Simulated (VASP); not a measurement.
Ga3AsP2: single point with PBE

Ga3AsP2:

```
CELL_PARAMETERS angstrom
3.86759 0.00000 0.00000
-1.93379 3.34943 0.00000
0.00000 0.00000 9.48032
ATOMIC_POSITIONS crystal
Ga 0.00000 0.00000 0.99278
Ga 0.33333 0.66667 0.66669
Ga 0.66667 0.33333 0.34024
P 0.00000 0.00000 0.74645
P 0.33333 0.66667 0.41962
As 0.66667 0.33333 0.08423
```

This cell differs from its parent crystal: volume scaled by 0.94, then relaxed in part.

| Property | Result |
| --- | --- |
| Program | VASP 6.6.1 |
| Task | single point |
| Functional | PBE |
| Potentials or basis | VASP PAW PBE potentials, release 64 (Ga_d, P, As) |
| Cutoff | 520 eV |
| k mesh | 12 × 12 × 4 |
| Occupations | gaussian, width 0.02 eV |
| Spin | no spin polarisation |

```
Pressure               : 5.1 GPa
Largest force          : 0.018 eV/Å
Band gap on the k mesh : 1.32 eV, indirect (least direct gap 1.39 eV)
```

Forces on the atoms (eV/Å):
```
Ga   0.000  0.000 -0.018
Ga   0.000  0.000  0.005
Ga   0.000  0.000  0.017
P    0.000  0.000  0.000
P    0.000  0.000 -0.002
As   0.000  0.000 -0.002
```

Levels at points of the mesh, in eV from the valence-band top:
```csv
k point,band 23,band 24,band 25,band 26,band 27,band 28,band 29,band 30,band 31,band 32
"(0.00, 0.00, 0.00)",-0.98,-0.98,-0.17,0.00,0.00,1.39,1.44,1.82,3.64,3.64
"(0.50, 0.00, 0.00)",-2.96,-2.88,-2.71,-1.99,-1.61,1.37,1.57,2.38,2.67,4.46
"(0.00, 0.00, 0.50)",-1.41,-0.76,-0.76,-0.19,-0.19,1.32,1.96,2.35,4.09,4.09
"(0.50, 0.00, 0.50)",-3.53,-2.79,-2.47,-1.31,-1.25,1.36,1.64,2.00,3.33,3.35
```

Run time: 3 min on 1 thread of Intel(R) Xeon(R) 6975P-C (Granite Rapids), on a shared host, peak memory 0.42 GiB.

 A k mesh can miss the band edges.
